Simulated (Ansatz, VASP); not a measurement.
# Two plane-wave programs on Rh

File POSCAR:

```
Rh
1.0
    0.0000000000      2.7323897059      2.7323897059
    2.7323897059      0.0000000000      2.7323897059
    2.7323897059      2.7323897059      0.0000000000
Rh
2
Direct
    0.1250000000      0.1250000000      0.1250000000
    0.8750000000      0.8750000000      0.8750000000
```

Contents of INCAR.step1:

```
PREC = Accurate
ENCUT = 520
ISMEAR = -1
SIGMA = 0.1
LREAL = F
LASPH = T
NELM = 80
NBANDS = 22
GGA = PE
ALGO = Normal
EDIFF = 1E-4
LWAVE = T
LCHARG = F
```

File INCAR.step2:

```
PREC = Accurate
ENCUT = 520
EDIFF = 1E-6
ISMEAR = -1
SIGMA = 0.1
LREAL = F
LASPH = T
NELM = 80
ALGO = Normal
ISIF = 2
LWAVE = F
LCHARG = F
METAGGA = R2SCAN
LMIXTAU = T
NBANDS = 22
ISTART = 1
```

File KPOINTS:

```
regular mesh
0
Gamma
  11 11 11
```

Input for Ansatz:

```yaml
crystal:
  lattice:
    - [0.0, 2.7323897059, 2.7323897059]
    - [2.7323897059, 0.0, 2.7323897059]
    - [2.7323897059, 2.7323897059, 0.0]
  atoms:
    - { symbol: Rh, position: [0.125, 0.125, 0.125] }
    - { symbol: Rh, position: [0.875, 0.875, 0.875] }
hamiltonian:
  xc: r2scan
  pseudopotentials:
    kind: paw
    azcp:
      Rh: "pseudopotentials/Rh.paw.azcp"
basis:
  ecutwfc: 500
  fft_grid_basis: typed
kpoints:
  mp_grid: { grid: [11, 11, 11], shift: [0, 0, 0] }
magnetization:
  spin_polarized: false
scf:
  occupations: { method: fermi_dirac, width: 0.1 }
  lower_state_search: "off"
output:
  stress: true
  write_density: true
  write_potential: true
  elf: true
  volumetric_format: npy
```

Alike in both runs: task single point; functional r2SCAN; k mesh 11 × 11 × 11; occupations fermi-dirac, width 0.1 eV; no spin polarisation.

```csv
,VASP,Ansatz
version,VASP 6.6.1,Ansatz 0.2.0
potentials or method,"VASP PAW PBE potentials, release 64 (Rh_pv), cutoff 520 eV","plane waves (500 eV) with PAW, scalar-relativistic"
valence electrons in the cell,30,34
```

VASP gave:

| Quantity | Value |
| --- | --- |
| pressure (GPa) | 0.5 |

Question: What did Ansatz give for the same quantities?

Answer: Pressure (GPa): -0.1.

VASP's potentials were made for PBE, not for r2SCAN. With one functional, cell and mesh, what is left measures potentials, basis and numerics. VASP's potentials hold 30 valence electrons a cell and Ansatz's 34, so a difference there can come from the potentials and not from the codes.
